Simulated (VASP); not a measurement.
# HfB3N (Pm-3m) in VASP: notebook

HfB3N is run at these levels: PBE; tasks: single point, relaxation of cell and atoms.

Everything below comes from runs of VASP 6.6.1. Logs are shortened: lines on timing, memory, paths and dates and some standing lists are left out, and cuts for length are marked.

## (1) The cell of the first run

It takes space group Pm-3m (No. 221, cubic). The conventional cell has a = 3.629 Å, b = 3.629 Å, c = 3.629 Å, α = 90.00°, β = 90.00°, γ = 90.00°. Hf (site symmetry m-3m) has 12 B at 2.57 Å and 8 N at 3.14 Å within 3.4 Å. Within 2.4 Å of B (site symmetry 4/mmm) lie 2 N at 1.81 Å. Within 2.4 Å of N (site symmetry m-3m) lie 6 B at 1.81 Å.

## (2) Single point, PBE

File INCAR:

```
ALGO = Normal
EDIFF = 1E-6
ENCUT = 520
GGA = PE
ISIF = 2
ISMEAR = 0
LASPH = T
LCHARG = F
LREAL = F
LWAVE = F
NBANDS = 20
NELM = 80
PREC = Accurate
SIGMA = 0.1
```

File KPOINTS:

```
k-points
0
Gamma
  4 4 4
```

File POSCAR:

```
HfB3N
1.0
    3.6291879580      0.0000000000      0.0000000000
    0.0000000000      3.6291879580      0.0000000000
    0.0000000000      0.0000000000      3.6291879580
Hf B N
1 3 1
Direct
    0.5000000000      0.5000000000      0.5000000000
    0.5000000000      0.0000000000      0.0000000000
    0.0000000000      0.5000000000      0.0000000000
    0.0000000000      0.0000000000      0.5000000000
    0.0000000000      0.0000000000      0.0000000000
```

Potentials or basis: VASP PAW PBE potentials, release 64 (Hf_pv, B, N).

Run with:

```
> cat potpaw_PBE.64/Hf_pv/POTCAR potpaw_PBE.64/B/POTCAR potpaw_PBE.64/N/POTCAR > POTCAR
> mpirun -np 1 vasp_std > vasp.out
```

OUTCAR:

```text
EDIFF = 1E-6
   ENCUT = 520
   GGA = PE
   ISIF = 2
   ISMEAR = 0
   LASPH = T
   LREAL = F
   NELM = 80
   PREC = Accurate

 ion  position               nearest neighbor table
   1  0.500  0.500  0.500-   2 2.57   3 2.57   4 2.57   2 2.57   3 2.57   2 2.57   4 2.57   2 2.57
                             3 2.57   4 2.57   3 2.57   4 2.57
   2  0.500  0.000  0.000-   5 1.81   5 1.81   1 2.57   1 2.57   1 2.57   1 2.57
   3  0.000  0.500  0.000-   5 1.81   5 1.81   1 2.57   1 2.57   1 2.57   1 2.57
   4  0.000  0.000  0.500-   5 1.81   5 1.81   1 2.57   1 2.57   1 2.57   1 2.57
   5  0.000  0.000  0.000-   2 1.81   3 1.81   4 1.81   4 1.81   3 1.81   2 1.81

  LATTYP: Found a simple cubic cell.
 ALAT       =     3.6291879580

  Lattice vectors:

 A1 = (   3.6291879580,   0.0000000000,   0.0000000000)
 A2 = (   0.0000000000,   3.6291879580,   0.0000000000)
 A3 = (   0.0000000000,   0.0000000000,   3.6291879580)

Analysis of symmetry for initial positions (statically):
=====================================================================
 Subroutine PRICEL returns:
 Original cell was already a primitive cell.

 Routine SETGRP: Setting up the symmetry group for a
 simple cubic supercell.

 Subroutine GETGRP returns: Found 48 space group operations
 (whereof 48 operations were pure point group operations)
 out of a pool of 48 trial point group operations.

The static configuration has the point symmetry O_h .

Analysis of symmetry for dynamics (positions and initial velocities):
=====================================================================
 Subroutine PRICEL returns:
 Original cell was already a primitive cell.

 Routine SETGRP: Setting up the symmetry group for a
 simple cubic supercell.

 Subroutine GETGRP returns: Found 48 space group operations
 (whereof 48 operations were pure point group operations)
 out of a pool of 48 trial point group operations.

The dynamic configuration has the point symmetry O_h .

 Subroutine INISYM returns: Found 48 space group operations
 (whereof 48 operations are pure point group operations),
 and found     1 'primitive' translations

----------------------------------------------------------------------------------------

                                     Primitive cell

  volume of cell :      47.8001

  direct lattice vectors                    reciprocal lattice vectors
     3.629187958  0.000000000  0.000000000     0.275543734  0.000000000  0.000000000
     0.000000000  3.629187958  0.000000000     0.000000000  0.275543734  0.000000000
     0.000000000  0.000000000  3.629187958     0.000000000  0.000000000  0.275543734

  length of vectors
     3.629187958  3.629187958  3.629187958     0.275543734  0.275543734  0.275543734

  position of ions in fractional coordinates (direct lattice)
     0.500000000  0.500000000  0.500000000
     0.500000000  0.000000000  0.000000000
     0.000000000  0.500000000  0.000000000
     0.000000000  0.000000000  0.500000000
     0.000000000  0.000000000  0.000000000

  ion indices of the primitive-cell ions
   primitive index   ion index
                 1           1
                 2           2
                 3           3
                 4           4
                 5           5

----------------------------------------------------------------------------------------

 KPOINTS: k-points

Automatic generation of k-mesh.
 Grid dimensions read from file:
 generate k-points for:    4    4    4

 Generating k-lattice:

  Cartesian coordinates                     Fractional coordinates (reciprocal lattice)
     0.068885933  0.000000000  0.000000000     0.250000000  0.000000000  0.000000000
     0.000000000  0.068885933  0.000000000     0.000000000  0.250000000  0.000000000
     0.000000000  0.000000000  0.068885933     0.000000000  0.000000000  0.250000000

  Length of vectors
     0.068885933  0.068885933  0.068885933

  Shift w.r.t. Gamma in fractional coordinates (k-lattice)
     0.000000000  0.000000000  0.000000000

 Subroutine IBZKPT returns following result:
 ===========================================

 Found     10 irreducible k-points:

 Following reciprocal coordinates:
            Coordinates               Weight
  0.000000  0.000000  0.000000      1.000000
  0.250000  0.000000  0.000000      6.000000
  0.500000  0.000000  0.000000      3.000000
  0.250000  0.250000  0.000000     12.000000
  0.500000  0.250000  0.000000     12.000000
  0.500000  0.500000  0.000000      3.000000
  0.250000  0.250000  0.250000      8.000000
  0.500000  0.250000  0.250000     12.000000
  0.500000  0.500000  0.250000      6.000000
  0.500000  0.500000  0.500000      1.000000
   k-points           NKPTS =     10   k-points in BZ     NKDIM =     10   number of bands    NBANDS=     20
   number of dos      NEDOS =    301   number of ions     NIONS =      5
   total plane-waves  NPLWV =  21952
   dimension x,y,z NGX =    28 NGY =   28 NGZ =   28
   dimension x,y,z NGXF=    56 NGYF=   56 NGZF=   56
   ions per type =               1   3   1
   NGX,Y,Z   is equivalent  to a cutoff of  12.83, 12.83, 12.83 a.u.
   NGXF,Y,Z  is equivalent  to a cutoff of  25.65, 25.65, 25.65 a.u.
 SYSTEM =  unknown system
   PREC   = accura    normal or accurate (medium, high low for compatibility)
   ISTART =      0    job   : 0-new  1-cont  2-samecut
   ICHARG =      2    charge: 1-file 2-atom 10-const
   ISPIN  =      1    spin polarized calculation?
   LNONCOLLINEAR =      F non collinear calculations
   LSORBIT =      F    spin-orbit coupling
   LASPH  =      T    aspherical Exc in radial PAW
   ENCUT  =  520.0 eV  38.22 Ry    6.18 a.u.   6.75  6.75  6.75*2*pi/ulx,y,z
   NELM   =     80;   NELMIN=  2; NELMDL= -5     # of ELM steps
   EDIFF  = 0.1E-05   stopping-criterion for ELM
   LREAL  =      F    real-space projection
   EDIFFG = 0.1E-04   stopping-criterion for IOM
   NSW    =      0    number of steps for IOM
   IBRION =     -1    ionic relax: 0-MD 1-quasi-New 2-CG
   NFREE  =      0    steps in history (QN), initial steepest desc. (CG)
   ISIF   =      2    stress and relaxation
   ISYM   =      2    0-nonsym 1-usesym 2-fastsym
   POTIM  = 0.5000    time-step for ionic-motion
   TEBEG  =    0.0;   TEEND  =   0.0 temperature during run
   PSTRESS=    0.0 pullay stress
   NELECT =      24.0000    total number of electrons
   NUPDOWN=      -1.0000    fix difference up-down
   EMIN   =  10.00;   EMAX   =-10.00  energy-range for DOS
   EFERMI =   0.00;   METHOD = LEGACY
   ISMEAR =     0;   SIGMA  =   0.10  broadening in eV -4-tet -1-fermi 0-gaus
   EFERMI_NEDOS =   21; number of points for ismear=-14 and -15
   IALGO  =     38    algorithm
   IMIX   =      4    mixing-type and parameters
     AMIX     =   0.40;   BMIX     =  1.00
     AMIX_MAG =   1.60;   BMIX_MAG =  1.00
  volume/ion in A,a.u.               =       9.56        64.51
  Fermi-wavevector in a.u.,A,eV,Ry     =   1.301175  2.458865 23.035438  1.693057
  Thomas-Fermi vector in A             =   2.432326
   LORBIT       =      0    0 simple, 1 ext, 2 COOP (PROOUT), +10 PAW based schemes
   GGA     = PE    functional components
   LHFCALC =     F    Hartree Fock is set to
   AEXX    =    0.0000 exact exchange contribution
   IVDW    =     0    specifies the selected vdW correction
   LEPSILON=     F    determine dielectric tensor
   LRPA    =     F    only Hartree local field effects (RPA)
 non-spin polarized calculation
 Gauss-broadening in eV      SIGMA  =   0.10
  energy-cutoff  :      520.00
  volume of cell :       47.80
 maximum number of plane-waves:      1328
 NGX is ok and might be reduce to    28
   NGX = 13   NGY = 13   NGZ = 13

 number of electron      24.0000002 magnetization

 Free energy of the ion-electron system (eV)
  ---------------------------------------------------
  ext. energy  EPLUGINS =         0.00000000
  ---------------------------------------------------
  free energy    TOTEN  =       -32.12243500 eV

  energy without entropy =      -32.11138892  energy(sigma->0) =      -32.11691196

 E-fermi :   6.5093     XC(G=0): -12.1810

 val. band max:        6.4821854019   @ k =   0.2500   0.2500   0.0000
 cond. band min:       6.6352721344   @ k =   0.5000   0.0000   0.0000
 fundamental gap:      0.1530867326
 Fermi energy:         6.5092926211

 k-point     1 :       0.0000    0.0000    0.0000
  band No.  band energies     occupation
      1     -23.5330      2.00000
      2     -23.5330      2.00000
      3     -23.5330      2.00000
      4     -11.2598      2.00000
      5      -0.9133      2.00000
      6      -0.9133      2.00000
[... 12 lines left out ...]
     19       9.2265      0.00000
     20      11.2825      0.00000

 k-point     2 :       0.2500    0.0000    0.0000
  band No.  band energies     occupation
      1     -23.6082      2.00000
      2     -23.5245      2.00000
      3     -23.5245      2.00000
      4     -10.9916      2.00000
      5      -3.1534      2.00000
      6      -0.8495      2.00000
[... 12 lines left out ...]
     19      12.9433      0.00000
     20      12.9433      0.00000

 k-point     3 :       0.5000    0.0000    0.0000
  band No.  band energies     occupation
      1     -23.6820      2.00000
      2     -23.5160      2.00000
      3     -23.5160      2.00000
      4     -10.6847      2.00000
      5      -4.3375      2.00000
      6      -0.7915      2.00000
[... 12 lines left out ...]
     19      14.0232      0.00000
     20      15.5650      0.00000

 k-point     4 :       0.2500    0.2500    0.0000
  band No.  band energies     occupation
      1     -23.6002      2.00000
      2     -23.5958      2.00000
      3     -23.5164      2.00000
      4     -10.8129      2.00000
      5      -3.0652      2.00000
      6      -2.1575      2.00000
[... 107 lines left out ...]
 k-point     9 :       0.5000    0.5000    0.2500
  band No.  band energies     occupation
      1     -23.6489      2.00000
      2     -23.6489      2.00000
      3     -23.5705      2.00000
      4     -10.4058      2.00000
      5      -2.7632      2.00000
      6      -2.7632      2.00000
[... 12 lines left out ...]
     19      12.0174      0.00000
     20      13.4456      0.00000

 k-point    10 :       0.5000    0.5000    0.5000
  band No.  band energies     occupation
      1     -23.6395      2.00000
      2     -23.6395      2.00000
      3     -23.6395      2.00000
      4     -10.2501      2.00000
      5      -2.7537      2.00000
      6      -2.7537      2.00000
[... 12 lines left out ...]
     19      12.9598      0.00000
     20      12.9598      0.00000

------------------------ aborting loop because EDIFF is reached ----------------------------------------

  FORCE on cell =-STRESS in cart. coord.  units (eV):
  Direction    XX          YY          ZZ          XY          YZ          ZX
  --------------------------------------------------------------------------------------
  -------------------------------------------------------------------------------------
  Total       -0.1049862     -0.1049862     -0.1049862      0.0000000      0.0000000      0.0000000
  in kB       -3.5189612     -3.5189612     -3.5189612      0.0000000      0.0000000      0.0000000
  external PRESSURE =      -3.5189612 kB  Pullay stress =       0.0000000 kB

 VOLUME and BASIS-vectors are now :
 -----------------------------------------------------------------------------
  energy-cutoff  :      520.00
  volume of cell :       47.80
      direct lattice vectors                 reciprocal lattice vectors
     3.629187958  0.000000000  0.000000000     0.275543734  0.000000000  0.000000000
     0.000000000  3.629187958  0.000000000     0.000000000  0.275543734  0.000000000
     0.000000000  0.000000000  3.629187958     0.000000000  0.000000000  0.275543734

 POSITION                                       TOTAL-FORCE (eV/Angst)
 -----------------------------------------------------------------------------------
      1.81459      1.81459      1.81459         0.000000      0.000000      0.000000
      1.81459      0.00000      0.00000         0.000000      0.000000      0.000000
      0.00000      1.81459      0.00000         0.000000      0.000000      0.000000
      0.00000      0.00000      1.81459         0.000000      0.000000      0.000000
      0.00000      0.00000      0.00000         0.000000      0.000000      0.000000
 -----------------------------------------------------------------------------------
    total drift:                                0.000000      0.000000      0.000000

  FREE ENERGIE OF THE ION-ELECTRON SYSTEM (eV)
  ---------------------------------------------------
  free  energy   TOTEN  =       -32.1224350034 eV

  energy  without entropy=      -32.1113889221  energy(sigma->0) =      -32.11691196
```

Run time: 13 s. Hardware: 1 thread of Intel Xeon 8259CL, shared host; peak memory 0.16 GiB.

Results:

```yaml
Free_energy: -32.1224 eV
Pressure: -0.4 GPa
Band_gap_on_the_k_mesh: zero (band 12 reaches 9.11 eV, above the bottom of band 13 at 5.91 eV)
```

Levels at points of the mesh, in eV from the Fermi level:
| k point | band 8 | band 9 | band 10 | band 11 | band 12 | band 13 | band 14 | band 15 |
| --- | --- | --- | --- | --- | --- | --- | --- | --- |
| (0.00, 0.00, 0.00) | -6.31 | -4.44 | -4.44 | 2.60 | 2.60 | 2.60 | 2.65 | 2.65 |
| (0.50, 0.00, 0.00) | -3.76 | -2.73 | -1.88 | -0.40 | 0.13 | 0.13 | 0.47 | 0.47 |
| (0.50, 0.50, 0.00) | -5.92 | -3.93 | -1.93 | -1.93 | 1.03 | 1.03 | 3.32 | 3.95 |
| (0.50, 0.50, 0.50) | -3.54 | -3.54 | -3.54 | 1.42 | 1.42 | 1.42 | 3.90 | 4.72 |

Caveat: the k points lie up to 0.43 Å⁻¹ apart; spin-orbit coupling is left out, which moves the levels of the heavy elements.

## (3) Single point, PBE

This run uses another cell than the first one, of 11.31 Å³/atom, 1.183 times its volume.

File INCAR:

```
SYSTEM = HfB3N
PREC     = Accurate       ! precision mode
ENCUT    = 520            ! plane-wave cutoff, eV
EDIFF    = 1E-6           ! SCF threshold, eV
ISMEAR   = 0              ! smearing method
SIGMA    = 0.1            ! smearing width, eV
LREAL    = .False.        ! projectors in reciprocal space
LASPH    = .True.         ! aspherical terms in the spheres
NELM     = 80             ! most SCF steps
ALGO     = Normal         ! electronic algorithm
ISIF     = 2              ! what is computed and relaxed
LWAVE    = .False.        ! write WAVECAR
LCHARG   = .True.         ! write CHGCAR
GGA      = PE             ! functional
LELF     = .True.         ! ELF
LVHAR    = .True.       
NBANDS   = 20             ! bands
```

File KPOINTS:

```
regular mesh
0
Gamma
  4 4 4
  0 0 0
```

POSCAR: that of step 2 with these lines changed.

```diff
@@ -2,5 +2,5 @@
 1.0
-    3.6291879580      0.0000000000      0.0000000000
-    0.0000000000      3.6291879580      0.0000000000
-    0.0000000000      0.0000000000      3.6291879580
+    3.8378830900      0.0000000000      0.0000000000
+    0.0000000000      3.8378830900      0.0000000000
+    0.0000000000      0.0000000000      3.8378830900
 Hf B N
```

Potentials or basis: VASP PAW PBE potentials, release 64 (Hf_pv, B, N).

Run with:

```
> cat potpaw_PBE.64/Hf_pv/POTCAR potpaw_PBE.64/B/POTCAR potpaw_PBE.64/N/POTCAR > POTCAR
> mpirun -np 1 vasp_std > vasp.out
```

Run time: 23 s. Hardware: 1 thread of Intel Xeon 8259CL, shared host; peak memory 0.17 GiB.

The run converged. Its results:

| Quantity | Value |
| --- | --- |
| Free energy | -31.4302 eV |
| Pressure | -22.1 GPa |
| Band gap on the k mesh | zero (band 12 reaches 7.22 eV, above the bottom of band 13 at 4.40 eV) |

Levels at points of the mesh, in eV from the Fermi level:
```csv
k point,band 9,band 10,band 11,band 12,band 13,band 14
"(0.00, 0.00, 0.00)",-3.94,-3.94,2.35,2.35,2.35,2.48
"(0.50, 0.00, 0.00)",-2.08,-1.97,-0.34,0.34,0.34,0.72
"(0.50, 0.50, 0.00)",-3.82,-1.30,-1.30,1.01,1.01,2.97
"(0.50, 0.50, 0.50)",-2.96,-2.96,1.32,1.32,1.32,2.98
```

Caveat: the k points lie up to 0.41 Å⁻¹ apart; spin-orbit coupling is left out, which moves the levels of the heavy elements.

(Part 1 of 2 ends here.)
